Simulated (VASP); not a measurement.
The system is CaIrN2.

```
CELL_PARAMETERS angstrom
1.64885 0.95196 5.00940
-1.64885 0.95196 5.00940
0.00000 -1.90393 5.00940
ATOMIC_POSITIONS crystal
Ca 0.00000 0.00000 0.00000
Ir 0.50000 0.50000 0.50000
N 0.76912 0.76912 0.76912
N 0.23088 0.23088 0.23088
```

| Item | Value |
| --- | --- |
| Program | VASP 6.6.1 |
| Task | relaxation of cell and atoms |
| Functional | PBE |
| Dispersion | D3(BJ) |
| Potentials or basis | VASP PAW PBE potentials, release 64 (Ca_sv, Ir, N) |
| Cutoff | 600 eV |
| k mesh | 8 × 8 × 8 |
| Occupations | methfessel-paxton, width 0.1 eV |
| Spin | no spin polarisation |

At the start: pressure -5.8 GPa; volume 11.79 Å³/atom.

Problem. How do energy, volume and symmetry change on relaxing?

Solution. Over 6 steps the energy falls by 6.4 meV/atom and the volume is 11.44 Å³/atom (-3.0 %); space group R-3m (No. 166, to 0.1 Å) before and after.

The path:
| step | energy change (eV) | largest force (eV/Å) | pressure (GPa) | volume (Å³) |
| --- | --- | --- | --- | --- |
| 1 | 0.0000 | 0.0206 | -5.75 | 47.18 |
| 2 | 0.0174 | 0.4171 | 8.56 | 44.35 |
| 3 | -0.0233 | 0.1820 | -0.05 | 45.93 |
| 4 | -0.0233 | 0.1850 | 0.07 | 45.90 |
| 5 | -0.0255 | 0.0513 | 0.09 | 45.80 |
| 6 | -0.0257 | 0.0061 | 0.10 | 45.77 |

Final structure:
```cif
data_structure
_symmetry_space_group_name_H-M 'P 1'
_symmetry_Int_Tables_number 1
_cell_length_a 5.2948
_cell_length_b 5.2948
_cell_length_c 5.2948
_cell_angle_alpha 35.956
_cell_angle_beta 35.956
_cell_angle_gamma 35.956
_cell_volume 45.77
loop_
_atom_site_label
_atom_site_type_symbol
_atom_site_fract_x
_atom_site_fract_y
_atom_site_fract_z
_atom_site_occupancy
Ca1 Ca 0.00000 0.00000 0.00000 1
Ir1 Ir 0.50000 0.50000 0.50000 1
N1 N 0.76837 0.76837 0.76837 1
N2 N 0.23163 0.23163 0.23163 1
```

Caveat: an odd number of electrons without spin polarisation forces a metal; a magnetic or distorted state may lie lower.
